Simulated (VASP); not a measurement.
# MnS (F-43m) in VASP: a series of runs, part 2 of 3

VASP 6.6.1. Earlier steps stand in the parts before.

**3. Relaxation of cell and atoms, PBEsol+U, collinear spin, ferromagnetic start**

INCAR reads:

```
SYSTEM = MnS
PREC     = Accurate       ! precision mode
ENCUT    = 600            ! plane-wave cutoff, eV
EDIFF    = 1E-6           ! SCF threshold, eV
ISMEAR   = -1             ! smearing method
SIGMA    = 0.05           ! smearing width, eV
LREAL    = .False.        ! projectors in reciprocal space
LASPH    = .True.         ! aspherical terms in the spheres
NELM     = 150            ! most SCF steps
ALGO     = Normal         ! electronic algorithm
ISIF     = 3              ! what is computed and relaxed
LWAVE    = .False.        ! write WAVECAR
LCHARG   = .False.        ! write CHGCAR
ISPIN    = 2              ! spin polarisation
MAGMOM   = 4 0            ! initial moments
LORBIT   = 11             ! projections on sites
LMAXMIX  = 4              ! l up to which the mixer works
LDAU     = .True.         ! DFT+U
LDAUTYPE = 2            
LDAUL    = 2 -1           ! shell
LDAUU    = 3 0            ! U, eV
LDAUJ    = 0 0          
LDAUPRINT= 1            
GGA      = PS             ! functional
IBRION   = 2              ! ionic algorithm
NSW      = 60             ! ionic steps
EDIFFG   = -0.01          ! ionic threshold
```

KPOINTS reads:

```
regular mesh
0
Gamma
  9 9 9
  0 0 0
```

POSCAR reads:

```
MnS
1.0
    0.0000000000      2.4734634191      2.4734634191
    2.4734634191      0.0000000000      2.4734634191
    2.4734634191      2.4734634191      0.0000000000
Mn S
1 1
Direct
    0.0000000000      0.0000000000      0.0000000000
    0.7500000000      0.7500000000      0.7500000000
```

Potentials or basis: VASP PAW PBE potentials, release 64 (Mn_pv, S).

The run is started by

```console
> cat potpaw_PBE.64/Mn_pv/POTCAR potpaw_PBE.64/S/POTCAR > POTCAR
> mpirun -np 1 vasp_std > vasp.out
```

OUTCAR:

```text
SYSTEM = MnS
   PREC = Accurate
   ENCUT = 600
   EDIFF = 1E-6
   ISMEAR = -1
   LREAL = .False.
   LASPH = .True.
   NELM = 150
   ISIF = 3
   ISPIN = 2
   LORBIT = 11
   GGA = PS
   IBRION = 2
   NSW = 60
   EDIFFG = -0.01

 ion  position               nearest neighbor table
   1  0.000  0.000  0.000-   2 2.14   2 2.14   2 2.14   2 2.14
   2  0.750  0.750  0.750-   1 2.14   1 2.14   1 2.14   1 2.14

  LATTYP: Found a face centered cubic cell.
 ALAT       =     4.9469268382

  Lattice vectors:

 A1 = (   0.0000000000,   2.4734634191,   2.4734634191)
 A2 = (   2.4734634191,   0.0000000000,   2.4734634191)
 A3 = (   2.4734634191,   2.4734634191,   0.0000000000)

Analysis of symmetry for initial positions (statically):
=====================================================================
 Subroutine PRICEL returns:
 Original cell was already a primitive cell.

 Routine SETGRP: Setting up the symmetry group for a
 face centered cubic supercell.

 Subroutine GETGRP returns: Found 24 space group operations
 (whereof 24 operations were pure point group operations)
 out of a pool of 48 trial point group operations.

The static configuration has the point symmetry T_d .
[... 1269 lines left out ...]
  o =  0.9348  v =  0.0000  0.0000  0.0000  0.0000  0.0000  1.0000  0.0000  0.0000  0.0000  0.0000      0.0000  0.0000  0.0000  0.0000  0.0000  0.0000  0.0000  0.0000  0.0000  0.0000
  o =  0.9348  v =  0.0000  0.0000  0.0000  0.0000  0.0000  0.0000 -0.7727  0.0000 -0.6348  0.0000      0.0000  0.0000  0.0000  0.0000  0.0000  0.0000  0.0000  0.0000  0.0000  0.0000
  o =  0.9348  v =  0.0000  0.0000  0.0000  0.0000  0.0000  0.0000  0.6348 -0.0000 -0.7727 -0.0000      0.0000  0.0000  0.0000  0.0000  0.0000  0.0000  0.0000  0.0000  0.0000  0.0000

--------------------------------------- Ionic step       19  -------------------------------------------

 number of electron      19.0000004 magnetization      -4.9999972

 Free energy of the ion-electron system (eV)
  ---------------------------------------------------
  ext. energy  EPLUGINS =         0.00000000
  ---------------------------------------------------
  free energy    TOTEN  =       -13.83139227 eV

  energy without entropy =      -13.83139067  energy(sigma->0) =      -13.83139147

 E-fermi :   4.4223     XC(G=0):  -9.3993

 val. band max:        3.9997905495   @ k =   0.0000   0.0000   0.0000
 cond. band min:       4.9125738946   @ k =   0.4444   0.4444   0.0000
 fundamental gap:      0.9127833451
 Fermi energy:         4.4222728198

 spin component 1

 k-point     1 :       0.0000    0.0000    0.0000
  band No.  band energies     occupation
      1     -41.7453      1.00000
      2     -41.7453      1.00000
      3     -41.7453      1.00000
      4      -9.1496      1.00000
      5       1.3632      1.00000
      6       1.3632      1.00000
      7       1.3632      1.00000
      8       6.0013      0.00000
      9       6.2995      0.00000
     10       6.2995      0.00000
     11       8.2497      0.00000
     12       8.2497      0.00000
[... 882 lines left out ...]
  FREE ENERGIE OF THE ION-ELECTRON SYSTEM (eV)
  ---------------------------------------------------
  free  energy   TOTEN  =       -13.8313922739 eV

  energy  without entropy=      -13.8313906679  energy(sigma->0) =      -13.83139147

 reached required accuracy - stopping structural energy minimisation

 total charge

# of ion       s       p       d       tot
------------------------------------------
    1        0.264   6.214   4.872  11.351
    2        1.307   2.447   0.000   3.755
--------------------------------------------------
tot          1.572   8.661   4.872  15.105

 magnetization (x)

# of ion       s       p       d       tot
------------------------------------------
    1       -0.048  -0.061  -4.423  -4.532
    2       -0.007  -0.029   0.000  -0.036
--------------------------------------------------
tot         -0.054  -0.090  -4.423  -4.568
```

OSZICAR:

```text
N       E                     dE             d eps       ncg     rms          rms(c)
DAV:   1     0.165083291037E+03    0.16508E+03   -0.11755E+04  2100   0.152E+03
DAV:   2    -0.570096655302E+01   -0.17078E+03   -0.16433E+03  2240   0.377E+02
DAV:   3    -0.128813823045E+02   -0.71804E+01   -0.71154E+01  2520   0.850E+01
[... 115 lines left out ...]
DAV:   1    -0.138314929135E+02   -0.11701E-03   -0.17501E-03  2107   0.629E-01    0.978E-02
DAV:   2    -0.138313922648E+02    0.10065E-03   -0.28388E-04  2107   0.285E-01    0.870E-02
DAV:   3    -0.138313950271E+02   -0.27623E-05   -0.21646E-05  2149   0.443E-02    0.246E-02
DAV:   4    -0.138313929271E+02    0.20999E-05   -0.35326E-06  2184   0.136E-02    0.140E-02
DAV:   5    -0.138313922739E+02    0.65320E-06   -0.71081E-07  1319   0.672E-03
  19 F= -.13831392E+02 E0= -.13831391E+02  d E =-.398769E-04  mag=    -5.0000
```

Run time: 2.6 min. Hardware: 1 thread of Oxide Virtual Turin-like, shared host; peak memory 0.16 GiB.

Results:

```yaml
Free_energy: -13.8314 eV
Relaxed_volume: 22.42 Å³/atom
Relaxed_cell: a = 3.988 Å, b = 3.988 Å, c = 3.988 Å, α = 60.00°, β = 60.00°, γ = 60.00°
Space_group_after_relaxing_to_0.1_Å: F-43m (No. 216)
Energy_gained_by_relaxing: 771.5 meV/atom
Ionic_steps: 19
Pressure_after_relaxing: 0.1 GPa
Band_gap_on_the_k_mesh: 0.91 eV (least direct gap 1.04 eV)
Net_moment: -5.00 μB per cell
Site_moments: Mn -4.53; S -0.04 μB
Valence_electrons_inside_the_program's_atomic_spheres: Mn 11.35; S 3.75
```

Step by step:
| step | energy change (eV) | largest force (eV/Å) | pressure (GPa) | volume (Å³) |
| --- | --- | --- | --- | --- |
| 1 | 0.0000 | 0.0000 | 40.35 | 30.27 |
| 2 | -1.4366 | 0.0000 | -5.77 | 50.21 |
| 3 | -1.5428 | 0.0000 | -0.33 | 45.13 |
| 4 | -1.5430 | 0.0000 | 0.14 | 44.79 |
| 5 | -1.5430 | 0.0000 | 0.16 | 44.79 |
| 6 | -1.5430 | 0.0000 | 0.17 | 44.79 |
| 7 | -1.5430 | 0.0000 | 0.16 | 44.79 |
| 8 | -1.5430 | 0.0000 | 0.16 | 44.79 |
| 9 | -1.5430 | 0.0000 | 0.16 | 44.79 |
| 10 | -1.5430 | 0.0000 | 0.16 | 44.79 |
| 11 | -1.5430 | 0.0000 | 0.16 | 44.79 |
| 12 | -1.5430 | 0.0000 | 0.16 | 44.79 |
| 13 | -1.5430 | 0.0000 | 0.16 | 44.79 |
| 14 | -1.5430 | 0.0000 | 0.16 | 44.79 |
| 15 | -1.5430 | 0.0000 | 0.16 | 44.80 |
| 16 | -1.5430 | 0.0000 | 0.14 | 44.80 |
| 17 | -1.5430 | 0.0000 | 0.13 | 44.81 |
| 18 | -1.5430 | 0.0000 | 0.10 | 44.82 |
| 19 | -1.5430 | 0.0000 | 0.06 | 44.85 |

Final structure:
```
Mn S
1.0
     0.00000    2.81994    2.81994
     2.81994    0.00000    2.81994
     2.81994    2.81994    0.00000
Mn S
1 1
Cartesian
  2.8199 0.0000 2.8199
  4.2299 4.2299 4.2299
```

Levels at points of the mesh, in eV from the valence-band top:
Spin up:
```
           k point  band 3  band 4  band 5  band 6  band 7  band 8  band 9  band 10  band 11  band 12
(0.00, 0.00, 0.00)  -45.75  -13.15   -2.64   -2.64   -2.64    2.00    2.30     2.30     4.25     4.25
```
Spin down:
```csv
k point,band 10,band 11,band 12,band 13,band 14,band 15
"(0.00, 0.00, 0.00)",0.00,0.00,0.00,1.04,6.00,6.00
```

Eigenvalues of the final occupation matrices:
| site | spin | trace | eigenvalues |
| --- | --- | --- | --- |
| site 1 d | 1 | 0.23 | 0.02 0.02 0.06 0.06 0.06 |
| site 1 d | 2 | 4.66 | 0.93 0.93 0.93 0.93 0.93 |

Caveat: the volume moved by over 15 % at a fixed basis, so the end points are rough; the PAW data sets were made with another functional, which shifts forces and pressure a little; an odd mesh through Γ misses points on the zone boundary, where band edges can lie; a cell with one magnetic atom can't hold antiferromagnetic order, which such compounds often take.

**4. Relaxation of cell and atoms, PBEsol+U, collinear spin, ferromagnetic start**

INCAR reads:

```
PREC = Accurate ; ENCUT = 600
EDIFF = 1E-6 ; ISMEAR = -1
SIGMA = 0.05 ; LREAL = False
LASPH = True ; NELM = 150
ALGO = Normal ; ISIF = 3
LWAVE = False ; LCHARG = False
ISPIN = 2 ; MAGMOM = 4 0
LORBIT = 11 ; LMAXMIX = 4
LDAU = True ; LDAUTYPE = 2
LDAUL = 2 -1 ; LDAUU = 4 0
LDAUJ = 0 0 ; LDAUPRINT = 1
GGA = PS ; IBRION = 2
NSW = 60 ; EDIFFG = -0.01
```

KPOINTS reads:

```
Automatic mesh
0
Gamma
  9 9 9
```

POSCAR is that of step 3.

The run is started by

```console
> cat potpaw_PBE.64/Mn_pv/POTCAR potpaw_PBE.64/S/POTCAR > POTCAR
> mpirun -np 1 vasp_std > vasp.out
```

Run time: 3.5 min. Hardware: 1 thread of Oxide Virtual Turin-like, shared host; peak memory 0.16 GiB.

Results (log left out):

```
Free energy                                           : -13.5775 eV
Relaxed volume                                        : 22.74 Å³/atom
Relaxed cell                                          : a = 4.006 Å, b = 4.006 Å, c = 4.006 Å, α = 60.00°, β = 60.00°, γ = 60.00°
Space group after relaxing (to 0.1 Å)                 : F-43m (No. 216)
Energy gained by relaxing                             : 894.3 meV/atom
Ionic steps                                           : 19
Pressure after relaxing                               : -0.1 GPa
Band gap on the k mesh                                : 1.16 eV
Net moment                                            : -5.00 μB per cell
Site moments                                          : Mn -4.58; S -0.02 μB
Valence electrons inside the program's atomic spheres : Mn 11.34; S 3.76
```

The path:
| step | energy change (eV) | largest force (eV/Å) | pressure (GPa) | volume (Å³) |
| --- | --- | --- | --- | --- |
| 1 | 0.0000 | 0.0000 | 44.77 | 30.27 |
| 2 | -1.6014 | 0.0000 | -7.12 | 52.82 |
| 3 | -1.7870 | 0.0000 | -0.84 | 46.03 |
| 4 | -1.7886 | 0.0000 | -0.20 | 45.53 |
| 5 | -1.7884 | 0.0000 | 0.31 | 45.19 |
| 6 | -1.7884 | 0.0000 | 0.34 | 45.19 |
| 7 | -1.7884 | 0.0000 | 0.31 | 45.20 |
| 8 | -1.7884 | 0.0000 | 0.31 | 45.20 |
| 9 | -1.7884 | 0.0000 | 0.31 | 45.20 |
| 10 | -1.7884 | 0.0000 | 0.31 | 45.20 |
| 11 | -1.7884 | 0.0000 | 0.31 | 45.20 |
| 12 | -1.7884 | 0.0000 | 0.32 | 45.20 |
| 13 | -1.7884 | 0.0000 | 0.32 | 45.20 |
| 14 | -1.7884 | 0.0000 | 0.30 | 45.20 |
| 15 | -1.7885 | 0.0000 | 0.28 | 45.21 |
| 16 | -1.7885 | 0.0000 | 0.25 | 45.23 |
| 17 | -1.7885 | 0.0000 | 0.21 | 45.26 |
| 18 | -1.7886 | 0.0000 | 0.09 | 45.33 |
| 19 | -1.7886 | 0.0000 | -0.06 | 45.47 |

Final structure:
```
Mn S
1.0
     0.00000    2.83290    2.83290
     2.83290    0.00000    2.83290
     2.83290    2.83290    0.00000
Mn S
1 1
Direct
  0.00000 0.00000 0.00000
  0.75000 0.75000 0.75000
```

Levels at points of the mesh, in eV from the valence-band top:
Spin up:
| k point | band 3 | band 4 | band 5 | band 6 | band 7 | band 8 | band 9 | band 10 | band 11 | band 12 |
| --- | --- | --- | --- | --- | --- | --- | --- | --- | --- | --- |
| (0.00, 0.00, 0.00) | -45.57 | -12.93 | -2.36 | -2.36 | -2.36 | 2.09 | 2.87 | 2.87 | 4.74 | 4.74 |
Spin down:
| k point | band 8 | band 9 | band 10 | band 11 | band 12 | band 13 | band 14 | band 15 |
| --- | --- | --- | --- | --- | --- | --- | --- | --- |
| (0.00, 0.00, 0.00) | -4.51 | -4.51 | 0.00 | 0.00 | 0.00 | 1.16 | 6.13 | 6.13 |

Eigenvalues of the final occupation matrices:
| site | spin | trace | eigenvalues |
| --- | --- | --- | --- |
| site 1 d | 1 | 0.20 | 0.02 0.02 0.06 0.06 0.06 |
| site 1 d | 2 | 4.68 | 0.93 0.93 0.94 0.94 0.94 |

Caveat: the volume moved by over 15 % at a fixed basis, so the end points are rough; the PAW data sets were made with another functional, which shifts forces and pressure a little; an odd mesh through Γ misses points on the zone boundary, where band edges can lie; a cell with one magnetic atom can't hold antiferromagnetic order, which such compounds often take.

**5. Relaxation of cell and atoms, PBEsol+U, collinear spin, ferromagnetic start**

INCAR reads:

```
ALGO     = Normal         # electronic algorithm
EDIFF    = 1E-6           # SCF threshold, eV
EDIFFG   = -0.01          # ionic threshold
ENCUT    = 600            # plane-wave cutoff, eV
GGA      = PS             # functional
IBRION   = 2              # ionic algorithm
ISIF     = 3              # what is computed and relaxed
ISMEAR   = -1             # smearing method
ISPIN    = 2              # spin polarisation
LASPH    = T              # aspherical terms in the spheres
LCHARG   = F              # write CHGCAR
LDAU     = T              # DFT+U
LDAUJ    = 0 0          
LDAUL    = 2 -1           # shell
LDAUPRINT= 1            
LDAUTYPE = 2            
LDAUU    = 5 0            # U, eV
LMAXMIX  = 4              # l up to which the mixer works
LORBIT   = 11             # projections on sites
LREAL    = F              # projectors in reciprocal space
LWAVE    = F              # write WAVECAR
MAGMOM   = 4 0            # initial moments
NELM     = 150            # most SCF steps
NSW      = 60             # ionic steps
PREC     = Accurate       # precision mode
SIGMA    = 0.05           # smearing width, eV
```

KPOINTS reads:

```
k-points
0
Gamma
  9 9 9
```

POSCAR is that of step 4.

The run is started by

```console
> cat potpaw_PBE.64/Mn_pv/POTCAR potpaw_PBE.64/S/POTCAR > POTCAR
> mpirun -np 1 vasp_std > vasp.out
```

Wall time 4.3 min (1 thread of Oxide Virtual Turin-like, shared host); peak memory 0.16 GiB.

The run converged. Its results:

```yaml
Free_energy: -13.3444 eV
Relaxed_volume: 22.94 Å³/atom
Relaxed_cell: a = 4.018 Å, b = 4.018 Å, c = 4.018 Å, α = 60.00°, β = 60.00°, γ = 60.00°
Space_group_after_relaxing_to_0.1_Å: F-43m (No. 216)
Energy_gained_by_relaxing: 994.5 meV/atom
Ionic_steps: 18
Pressure_after_relaxing: 0.0 GPa
Band_gap_on_the_k_mesh: 1.26 eV
Net_moment: -5.00 μB per cell
Site_moments: Mn -4.62; S -0.01 μB
Valence_electrons_inside_the_program's_atomic_spheres: Mn 11.33; S 3.76
```

Step by step:
```tsv
step	energy change (eV)	largest force (eV/Å)	pressure (GPa)	volume (Å³)
1	0.0000	0.0000	52.22	30.27
2	-1.6010	0.0000	-8.89	57.42
3	-1.9884	0.0000	-0.54	46.30
4	-1.9891	0.0000	-0.07	45.93
5	-1.9886	0.0000	0.43	45.57
6	-1.9886	0.0000	0.44	45.58
7	-1.9887	0.0000	0.42	45.59
8	-1.9887	0.0000	0.42	45.59
9	-1.9887	0.0000	0.42	45.59
10	-1.9887	0.0000	0.43	45.59
11	-1.9887	0.0000	0.43	45.59
12	-1.9887	0.0000	0.43	45.60
13	-1.9887	0.0000	0.41	45.60
14	-1.9887	0.0000	0.39	45.61
15	-1.9888	0.0000	0.37	45.63
16	-1.9888	0.0000	0.31	45.66
17	-1.9890	0.0000	0.19	45.73
18	-1.9891	0.0000	0.03	45.88
```

Final structure:
```xyz
2
Lattice="0.0000 2.8413 2.8413 2.8413 0.0000 2.8413 2.8413 2.8413 0.0000" Properties=species:S:1:pos:R:3 pbc="T T T"
Mn    2.8413    2.8413    0.0000
S     4.2620    4.2620    4.2620
```

Levels at points of the mesh, in eV from the valence-band top:
Spin up:
```
           k point  band 3  band 4  band 5  band 6  band 7  band 8  band 9  band 10  band 11  band 12
(0.00, 0.00, 0.00)  -45.42  -12.76   -2.14   -2.14   -2.14    2.18    3.41     3.41     5.22     5.22
```
Spin down:
| k point | band 8 | band 9 | band 10 | band 11 | band 12 | band 13 | band 14 | band 15 |
| --- | --- | --- | --- | --- | --- | --- | --- | --- |
| (0.00, 0.00, 0.00) | -4.81 | -4.81 | 0.00 | 0.00 | 0.00 | 1.26 | 6.25 | 6.25 |

Eigenvalues of the final occupation matrices:
```
    site  spin  trace               eigenvalues
site 1 d     1   0.18  0.01 0.01 0.05 0.05 0.05
site 1 d     2   4.70  0.94 0.94 0.94 0.94 0.94
```

Caveat: the volume moved by over 15 % at a fixed basis, so the end points are rough; the PAW data sets were made with another functional, which shifts forces and pressure a little; an odd mesh through Γ misses points on the zone boundary, where band edges can lie; a cell with one magnetic atom can't hold antiferromagnetic order, which such compounds often take. The state reached can hang on the start; a lower one may exist.

(Part 2 of 3 ends here.)
